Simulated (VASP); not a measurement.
# Zr (P6/mmm) in VASP: further runs, part 2 of 2

VASP 6.6.1. Earlier steps stand in the parts before.

## 3. Single point, r2SCAN

This run uses another cell than the first one, of 23.75 Å³/atom.

POSCAR

```
Zr
1.0
    3.0052388423      0.0000000000      0.0000000000
   -1.5026194212      2.6026131819      0.0000000000
    0.0000000000      0.0000000000      3.0367553403
Zr
1
Direct
    0.0000000000      0.0000000000      0.0000000000
```

INCAR.step1

```
ALGO = Normal ; EDIFF = 1E-4
ENCUT = 520 ; GGA = PE
ISMEAR = 0 ; LASPH = True
LCHARG = False ; LREAL = False
LWAVE = True ; NBANDS = 12
NELM = 80 ; PREC = Accurate
SIGMA = 0.1
```

INCAR.step2

```
ALGO = Normal ; EDIFF = 1E-7
ENCUT = 520 ; ISIF = 2
ISMEAR = 0 ; ISTART = 1
LASPH = True ; LCHARG = False
LMIXTAU = True ; LREAL = False
LWAVE = False ; METAGGA = R2SCAN
NBANDS = 12 ; NELM = 80
PREC = Accurate ; SIGMA = 0.1
```

KPOINTS

```
k-points
0
Gamma
  21 21 20
```

Potentials or basis: VASP PAW PBE potentials, release 64 (Zr_sv).

Command:

```
$ cat potpaw_PBE.64/Zr_sv/POTCAR > POTCAR
$ cp INCAR.step1 INCAR
$ mpirun -np 1 vasp_std > vasp.out
$ cp INCAR.step2 INCAR
$ mpirun -np 1 vasp_std > vasp.out
```

OUTCAR:

```text
EDIFF = 1E-7
   ENCUT = 520
   ISIF = 2
   ISMEAR = 0
   ISTART = 1
   LASPH = True
   LREAL = False
   METAGGA = R2SCAN
   NELM = 80
   PREC = Accurate

 ion  position               nearest neighbor table
   1  0.000  0.000  0.000-

  LATTYP: Found a hexagonal cell.
 ALAT       =     3.0052388423
 C/A-ratio  =     1.0104871858

  Lattice vectors:

 A1 = (   3.0052388423,   0.0000000000,   0.0000000000)
 A2 = (  -1.5026194212,   2.6026131819,   0.0000000000)
 A3 = (   0.0000000000,   0.0000000000,   3.0367553403)

Analysis of symmetry for initial positions (statically):
=====================================================================
 Subroutine PRICEL returns:
 Original cell was already a primitive cell.

 Routine SETGRP: Setting up the symmetry group for a
 hexagonal supercell.

 Subroutine GETGRP returns: Found 24 space group operations
 (whereof 24 operations were pure point group operations)
 out of a pool of 24 trial point group operations.

The static configuration has the point symmetry D_6h.

Analysis of symmetry for dynamics (positions and initial velocities):
=====================================================================
 Subroutine PRICEL returns:
 Original cell was already a primitive cell.

 Routine SETGRP: Setting up the symmetry group for a
 hexagonal supercell.

 Subroutine GETGRP returns: Found 24 space group operations
 (whereof 24 operations were pure point group operations)
 out of a pool of 24 trial point group operations.

The dynamic configuration has the point symmetry D_6h.

 Subroutine INISYM returns: Found 24 space group operations
 (whereof 24 operations are pure point group operations),
 and found     1 'primitive' translations

----------------------------------------------------------------------------------------

                                     Primitive cell

  volume of cell :      23.7519

  direct lattice vectors                    reciprocal lattice vectors
     3.005238842  0.000000000  0.000000000     0.332752254  0.192114604  0.000000000
    -1.502619421  2.602613182  0.000000000     0.000000000  0.384229207  0.000000000
     0.000000000  0.000000000  3.036755340     0.000000000  0.000000000  0.329298836

  length of vectors
     3.005238842  3.005238842  3.036755340     0.384229207  0.384229207  0.329298836

  position of ions in fractional coordinates (direct lattice)
     0.000000000  0.000000000  0.000000000

  ion indices of the primitive-cell ions
   primitive index   ion index
                 1           1

----------------------------------------------------------------------------------------

 KPOINTS: k-points

Automatic generation of k-mesh.
 Grid dimensions read from file:
 generate k-points for:   21   21   20

 Generating k-lattice:

  Cartesian coordinates                     Fractional coordinates (reciprocal lattice)
     0.015845345  0.009148314  0.000000000     0.047619048  0.000000000  0.000000000
     0.000000000  0.018296629  0.000000000     0.000000000  0.047619048  0.000000000
     0.000000000  0.000000000  0.016464942     0.000000000  0.000000000  0.050000000

  Length of vectors
     0.018296629  0.018296629  0.016464942

  Shift w.r.t. Gamma in fractional coordinates (k-lattice)
     0.000000000  0.000000000  0.000000000

 Subroutine IBZKPT returns following result:
 ===========================================

 Found    528 irreducible k-points:

 Following reciprocal coordinates:
            Coordinates               Weight
  0.000000  0.000000  0.000000      1.000000
  0.047619  0.000000  0.000000      6.000000
  0.095238  0.000000  0.000000      6.000000
  0.142857  0.000000  0.000000      6.000000
  0.190476  0.000000  0.000000      6.000000
  0.238095  0.000000  0.000000      6.000000
[... 16 lines left out ...]
  0.142857  0.095238  0.000000     12.000000
  0.190476  0.095238  0.000000     12.000000
 [... further k-points ...]
   k-points           NKPTS =    528   k-points in BZ     NKDIM =    528   number of bands    NBANDS=     12
   number of dos      NEDOS =    301   number of ions     NIONS =      1
   total plane-waves  NPLWV =  13824
   dimension x,y,z NGX =    24 NGY =   24 NGZ =   24
   dimension x,y,z NGXF=    48 NGYF=   48 NGZF=   48
   ions per type =               1
   NGX,Y,Z   is equivalent  to a cutoff of  13.28, 13.28, 13.14 a.u.
   NGXF,Y,Z  is equivalent  to a cutoff of  26.55, 26.55, 26.28 a.u.
 SYSTEM =  unknown system
   PREC   = accura    normal or accurate (medium, high low for compatibility)
   ISTART =      1    job   : 0-new  1-cont  2-samecut
   ICHARG =      0    charge: 1-file 2-atom 10-const
   ISPIN  =      1    spin polarized calculation?
   LNONCOLLINEAR =      F non collinear calculations
   LSORBIT =      F    spin-orbit coupling
   LASPH  =      T    aspherical Exc in radial PAW
   ENCUT  =  520.0 eV  38.22 Ry    6.18 a.u.   5.59  5.59  5.65*2*pi/ulx,y,z
   NELM   =     80;   NELMIN=  2; NELMDL=  0     # of ELM steps
   EDIFF  = 0.1E-06   stopping-criterion for ELM
   LREAL  =      F    real-space projection
   EDIFFG = 0.1E-05   stopping-criterion for IOM
   NSW    =      0    number of steps for IOM
   IBRION =     -1    ionic relax: 0-MD 1-quasi-New 2-CG
   NFREE  =      0    steps in history (QN), initial steepest desc. (CG)
   ISIF   =      2    stress and relaxation
   ISYM   =      2    0-nonsym 1-usesym 2-fastsym
   POTIM  = 0.5000    time-step for ionic-motion
   TEBEG  =    0.0;   TEEND  =   0.0 temperature during run
   PSTRESS=    0.0 pullay stress
   NELECT =      12.0000    total number of electrons
   NUPDOWN=      -1.0000    fix difference up-down
   EMIN   =  10.00;   EMAX   =-10.00  energy-range for DOS
   EFERMI =   0.00;   METHOD = LEGACY
   ISMEAR =     0;   SIGMA  =   0.10  broadening in eV -4-tet -1-fermi 0-gaus
   EFERMI_NEDOS =   21; number of points for ismear=-14 and -15
   IALGO  =     38    algorithm
   IMIX   =      4    mixing-type and parameters
     AMIX     =   0.40;   BMIX     =  1.00
     AMIX_MAG =   1.60;   BMIX_MAG =  1.00
  volume/ion in A,a.u.               =      23.75       160.29
  Fermi-wavevector in a.u.,A,eV,Ry     =   1.303874  2.463965 23.131109  1.700089
  Thomas-Fermi vector in A             =   2.434848
   LORBIT       =      0    0 simple, 1 ext, 2 COOP (PROOUT), +10 PAW based schemes
   METAGGA = R2SCAN    functional components
   LHFCALC =     F    Hartree Fock is set to
   AEXX    =    0.0000 exact exchange contribution
   IVDW    =     0    specifies the selected vdW correction
   LEPSILON=     F    determine dielectric tensor
   LRPA    =     F    only Hartree local field effects (RPA)
 non-spin polarized calculation
 Gauss-broadening in eV      SIGMA  =   0.10
  energy-cutoff  :      520.00
  volume of cell :       23.75
 maximum number of plane-waves:       660
 NGX is ok and might be reduce to    24
   NGX = 11   NGY = 11   NGZ = 11

 number of electron      12.0000000 magnetization

 Free energy of the ion-electron system (eV)
  ---------------------------------------------------
  ext. energy  EPLUGINS =         0.00000000
  ---------------------------------------------------
  free energy    TOTEN  =       -22.34718759 eV

  energy without entropy =      -22.34476557  energy(sigma->0) =      -22.34597658

 E-fermi :   8.4045     XC(G=0): -11.8155

 val. band max:        8.4014236628   @ k =   0.1905   0.1905   0.1000
 cond. band min:       8.4056128050   @ k =   0.3810   0.1905   0.1000
 fundamental gap:      0.0041891422
 Fermi energy:         8.4045182069

 k-point     1 :       0.0000    0.0000    0.0000
  band No.  band energies     occupation
      1     -41.8766      2.00000
      2     -18.7913      2.00000
      3     -18.4824      2.00000
      4     -18.4824      2.00000
      5       2.9613      2.00000
      6       6.7004      2.00000
      7       9.8937      0.00000
      8       9.8937      0.00000
      9      14.4036      0.00000
     10      14.4036      0.00000
     11      20.2506      0.00000
     12      20.5851      0.00000
[... 331 lines left out ...]
 k-point    24 :       0.1905    0.0952    0.0000
  band No.  band energies     occupation
      1     -41.7682      2.00000
      2     -19.1810      2.00000
      3     -18.7052      2.00000
      4     -18.6748      2.00000
      5       4.8104      2.00000
      6       7.5568      2.00000
      7       8.3612      1.45985
      8      12.0291      0.00000
      9      12.1378      0.00000
     10      13.8747      0.00000
     11      21.3733      0.00000
     12      22.8355      0.00000

 [... further k-points ...]
[... 5 lines left out ...]
  --------------------------------------------------------------------------------------
  -------------------------------------------------------------------------------------
  Total        0.0079536      0.0079536      0.0026645     -0.0000000     -0.0000000     -0.0000000
  in kB        0.5365106      0.5365106      0.1797358     -0.0000000     -0.0000000     -0.0000000
  external PRESSURE =       0.4175857 kB  Pullay stress =       0.0000000 kB

 VOLUME and BASIS-vectors are now :
 -----------------------------------------------------------------------------
  energy-cutoff  :      520.00
  volume of cell :       23.75
      direct lattice vectors                 reciprocal lattice vectors
     3.005238842  0.000000000  0.000000000     0.332752254  0.192114604  0.000000000
    -1.502619421  2.602613182  0.000000000     0.000000000  0.384229207  0.000000000
     0.000000000  0.000000000  3.036755340     0.000000000  0.000000000  0.329298836

 POSITION                                       TOTAL-FORCE (eV/Angst)
 -----------------------------------------------------------------------------------
      0.00000      0.00000      0.00000        -0.000000      0.000000      0.000000
 -----------------------------------------------------------------------------------
    total drift:                                0.000000      0.000000      0.000000

  FREE ENERGIE OF THE ION-ELECTRON SYSTEM (eV)
  ---------------------------------------------------
  free  energy   TOTEN  =       -22.3471875900 eV

  energy  without entropy=      -22.3447655703  energy(sigma->0) =      -22.34597658
```

OSZICAR.step1:

```text
N       E                     dE             d eps       ncg     rms          rms(c)
DAV:   1     0.884567572811E+02    0.88457E+02   -0.68862E+03 12704   0.994E+02
DAV:   2    -0.527758658569E+01   -0.93734E+02   -0.90859E+02 14684   0.269E+02
DAV:   3    -0.839092111406E+01   -0.31133E+01   -0.30631E+01 19044   0.414E+01
DAV:   4    -0.845962798526E+01   -0.68707E-01   -0.68673E-01 14544   0.592E+00
DAV:   5    -0.846127469726E+01   -0.16467E-02   -0.16467E-02 18492   0.675E-01    0.105E+01
DAV:   6    -0.819240572128E+01    0.26887E+00   -0.40660E-01 13492   0.547E+00    0.428E+00
DAV:   7    -0.815337846238E+01    0.39027E-01   -0.19203E-01 15448   0.357E+00    0.731E-01
DAV:   8    -0.815781171485E+01   -0.44333E-02   -0.12508E-02 15000   0.123E+00    0.830E-02
DAV:   9    -0.815783789915E+01   -0.26184E-04   -0.41295E-04 15448   0.168E-01
   1 F= -.81578379E+01 E0= -.81565682E+01  d E =-.253949E-02
```

It took 3.8 min on 1 thread of Intel Xeon Platinum 8559C (Emerald Rapids), shared host; peak memory 0.26 GiB.

Results:

```
Free energy            : -22.3472 eV
Pressure               : 0.0 GPa
Band gap on the k mesh : zero (bands 6 and 7 overlap by 0.58 eV)
```

Caveat: the PAW data sets were made with another functional, which shifts forces and pressure a little.
